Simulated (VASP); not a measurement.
A run of VASP 6.6.1:

POSCAR

```
AlRh
1.0
    2.9773224700      0.0000000000      0.0000000000
    0.0000000000      2.9773224700      0.0000000000
    0.0000000000      0.0000000000      2.9773224700
Al Rh
1 1
Direct
    0.0000000000      0.0000000000      0.0000000000
    0.4999999983      0.4999999983      0.4999999983
```

Contents of INCAR.step1:

```
SYSTEM = AlRh
PREC = Accurate
ENCUT = 600
ISMEAR = 0
SIGMA = 0.05
LREAL = .False.
LASPH = .True.
NELM = 60
GGA = PE
ALGO = Normal
EDIFF = 1E-4
LWAVE = .True.
LCHARG = .False.
```

INCAR.step2

```
SYSTEM = AlRh
PREC = Accurate
ENCUT = 600
EDIFF = 1E-6
ISMEAR = 0
SIGMA = 0.05
LREAL = .False.
LASPH = .True.
NELM = 60
ALGO = Normal
ISIF = 3
LWAVE = .False.
LCHARG = .False.
METAGGA = R2SCAN
LMIXTAU = .True.
IBRION = 2
NSW = 80
EDIFFG = -0.01
ISTART = 1
```

The input KPOINTS:

```
Automatic mesh
0
Gamma
  8 8 8
  0 0 0
```

Potentials or basis: VASP PAW PBE potentials, release 64 (Al, Rh_pv).

Command:

```sh
$ cat potpaw_PBE.64/Al/POTCAR potpaw_PBE.64/Rh_pv/POTCAR > POTCAR
$ cp INCAR.step1 INCAR
$ mpirun -np 1 vasp_std > vasp.out
$ cp INCAR.step2 INCAR
$ mpirun -np 1 vasp_std > vasp.out
```

Hardware: 1 thread of Intel Xeon 8259CL, with other jobs on the host.

Q: How long does it take, and how much memory?

A: Run time: 2 min on 1 thread of Intel Xeon 8259CL, on a shared host, peak memory 0.16 GiB. Counts: k points 35, ion steps 3.
